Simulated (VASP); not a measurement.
Crystal: SiNi3.

```
Ni Si
1.0
     3.49413    0.00000    0.00000
     0.00000    3.49413    0.00000
     0.00000    0.00000    3.49413
Ni Si
3 1
Direct
  0.50000 0.50000 0.00000
  0.50000 0.00000 0.50000
  0.00000 0.50000 0.50000
  0.00000 0.00000 0.00000
```

Base run:

| Item | Value |
| --- | --- |
| Program | VASP 6.6.1 |
| Functional | PBEsol |
| Potentials or basis | VASP PAW PBE potentials, release 64 (Ni, Si) |
| Cutoff | 520 eV |
| k mesh | 8 × 8 × 8 |
| Occupations | fermi-dirac, width 0.05 eV |
| Spin | collinear spin, ferromagnetic start |
| Starting moments | [1.0, 1.0, 1.0, 0.0] μB |

Its results: band gap on the k mesh zero (filled and empty bands overlap); pressure -6.2 GPa; net moment 0.00 μB per cell.

The run is repeated on the same cell with these changes: functional from PBEsol to r2SCAN. What comes out?

Band gap on the k mesh zero (filled and empty bands overlap); pressure -5.3 GPa; net moment 0.00 μB per cell.

Caveats: the PAW data sets were made with another functional, which shifts forces and pressure a little.
